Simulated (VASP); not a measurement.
TiRh:

```
Ti Rh
1.0
     3.11520    0.00000    0.00000
     0.00000    3.11520    0.00000
     0.00000    0.00000    3.11520
Ti Rh
1 1
Cartesian
  1.5576 1.5576 1.5576
  0.0000 0.0000 0.0000
```

- Program: VASP 6.6.1
- Task: relaxation of cell and atoms
- Functional: LDA
- Potentials or basis: VASP PAW LDA potentials, release 64 (Ti_sv, Rh_pv)
- Cutoff: 600 eV
- k mesh: 13 × 13 × 13
- Occupations: fermi-dirac, width 0.05 eV
- Spin: no spin polarisation

At the start: pressure -12.7 GPa; volume 15.12 Å³/atom.

Q: How do energy, volume and symmetry change on relaxing?

A: Over 7 steps the energy falls by 41.4 meV/atom and the volume is 14.14 Å³/atom (-6.5 %); space group Pm-3m (No. 221, to 0.05 Å).

Step by step:
| step | energy change (eV) | largest force (eV/Å) | pressure (GPa) | volume (Å³) |
| --- | --- | --- | --- | --- |
| 1 | 0.0000 | 0.0000 | -12.75 | 30.23 |
| 2 | 0.1847 | 0.0000 | 31.43 | 25.27 |
| 3 | -0.0826 | 0.0000 | -0.51 | 28.34 |
| 4 | -0.0827 | 0.0000 | -0.08 | 28.28 |
| 5 | -0.0827 | 0.0000 | 0.21 | 28.24 |
| 6 | -0.0827 | 0.0000 | -0.27 | 28.31 |
| 7 | -0.0827 | 0.0000 | -0.02 | 28.27 |

Final structure:
```cif
data_structure
_symmetry_space_group_name_H-M 'P 1'
_symmetry_Int_Tables_number 1
_cell_length_a 3.0464
_cell_length_b 3.0464
_cell_length_c 3.0464
_cell_angle_alpha 90.000
_cell_angle_beta 90.000
_cell_angle_gamma 90.000
_cell_volume 28.27
loop_
_atom_site_label
_atom_site_type_symbol
_atom_site_fract_x
_atom_site_fract_y
_atom_site_fract_z
_atom_site_occupancy
Ti1 Ti 0.50000 0.50000 0.50000 1
Rh1 Rh 0.00000 0.00000 0.00000 1
```
